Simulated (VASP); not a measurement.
As:

```
CELL_PARAMETERS angstrom
3.97490 0.00000 0.00000
-1.98745 3.44236 0.00000
0.00000 0.00000 6.55995
ATOMIC_POSITIONS crystal
As 0.66667 0.33333 0.06291
As 0.33333 0.66667 0.56291
As 0.66667 0.33333 0.43709
As 0.33333 0.66667 0.93709
```

| Item | Value |
| --- | --- |
| Program | VASP 6.6.1 |
| Task | relaxation of cell and atoms |
| Functional | PBEsol |
| Potentials or basis | VASP PAW PBE potentials, release 64 (As) |
| Cutoff | 600 eV |
| k mesh | 6 × 6 × 4 |
| Occupations | gaussian, width 0.1 eV |
| Spin | no spin polarisation |

At the start: pressure 16.6 GPa; volume 22.44 Å³/atom.

Question: How do energy, volume and symmetry change on relaxing?

Answer: Over 22 steps the energy falls by 327.4 meV/atom and the volume is 25.34 Å³/atom (+12.9 %); space group P6_3/mmc (No. 194, to 0.05 Å).

Step by step:
```tsv
step	energy change (eV)	largest force (eV/Å)	pressure (GPa)	volume (Å³)
1	0.0000	0.3318	16.56	89.76
2	-0.6873	0.0281	-5.04	123.38
3	-0.9112	0.0199	-0.04	110.21
4	-0.9110	0.0171	-0.26	110.65
5	-0.9258	0.1204	-0.18	110.64
6	-0.9392	0.4018	0.04	110.57
7	-0.9491	0.4167	0.03	110.60
8	-0.9797	0.4700	-0.02	110.65
9	-1.0424	0.5667	-0.39	110.59
10	-1.1209	0.8600	-1.22	109.79
11	-1.1298	0.8443	-1.28	109.68
12	-1.1492	0.7867	-1.49	109.31
13	-1.1410	0.6367	-1.83	108.50
14	-1.1531	0.7436	-1.62	109.01
15	-1.1790	0.6444	-1.67	108.58
16	-1.2400	0.3714	-1.74	107.28
17	-1.2921	0.0642	-1.55	104.72
18	-1.2926	0.0992	-1.51	104.47
19	-1.3024	0.0557	-0.91	103.28
20	-1.3087	0.0080	-0.03	101.60
21	-1.3088	0.0194	0.14	101.31
22	-1.3096	0.0328	0.11	101.37
```

Final structure:
```
As
1.0
     4.55105    0.00000    0.00000
    -2.27553    3.94133    0.00000
     0.00000    0.00000    5.65150
As
4
Direct
  0.66667 0.33333 0.03104
  0.33333 0.66667 0.53104
  0.66667 0.33333 0.46896
  0.33333 0.66667 0.96896
```

Caveat: the PAW data sets were made with another functional, which shifts forces and pressure a little; the relaxation stopped at a loose force limit of 0.05 eV/Å, so its end isn't a converged minimum.
